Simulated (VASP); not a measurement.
ZrB2: single point with PBEsol

Crystal: ZrB2.

```
CELL_PARAMETERS angstrom
3.23217 0.00000 0.00000
-1.61609 2.79914 0.00000
0.00000 0.00000 3.60229
ATOMIC_POSITIONS crystal
Zr 0.00000 0.00000 0.00000
B 0.66667 0.33333 0.50000
B 0.33333 0.66667 0.50000
```

This cell differs from its parent crystal: volume scaled by 1.06.

```yaml
Program: VASP 6.6.1
Task: single point
Functional: PBEsol
Potentials_or_basis: VASP PAW PBE potentials, release 64 (Zr_sv, B)
Cutoff: 520 eV
k_mesh: 10 × 10 × 8
Occupations: fermi-dirac, width 0.05 eV
Spin: no spin polarisation
```

* Pressure: -16.0 GPa
* Band gap on the k mesh: zero (band 9 reaches 10.32 eV, above the bottom of band 10 at 9.58 eV)

Stress tensor (GPa, compression positive):
```
-16.36   0.00   0.00
  0.00 -16.36   0.00
  0.00   0.00 -15.22
```

Levels at points of the mesh, in eV from the Fermi level:
```
           k point  band 5  band 6  band 7  band 8  band 9  band 10  band 11  band 12  band 13  band 14
(0.00, 0.00, 0.00)  -12.33   -2.42   -2.42   -2.40   -2.25     3.22     3.22     4.00     4.00     4.61
(0.50, 0.00, 0.00)   -8.61   -8.32   -3.61   -2.87   -2.46     2.22     2.24     4.66     4.71     6.23
(0.00, 0.00, 0.50)  -10.48   -6.72   -0.82   -0.82    0.38     0.38     0.80     0.80     1.77     5.00
(0.50, 0.00, 0.50)   -9.53   -6.79   -4.31   -3.87   -2.01     3.53     3.88     5.00     5.84     6.12
```

Run time: 18 s on 1 thread of AMD EPYC 9R45 96-Core Processor (Zen 5), on a shared host, peak memory 0.13 GiB.

Caveat: the PAW data sets were made with another functional, which shifts forces and pressure a little.
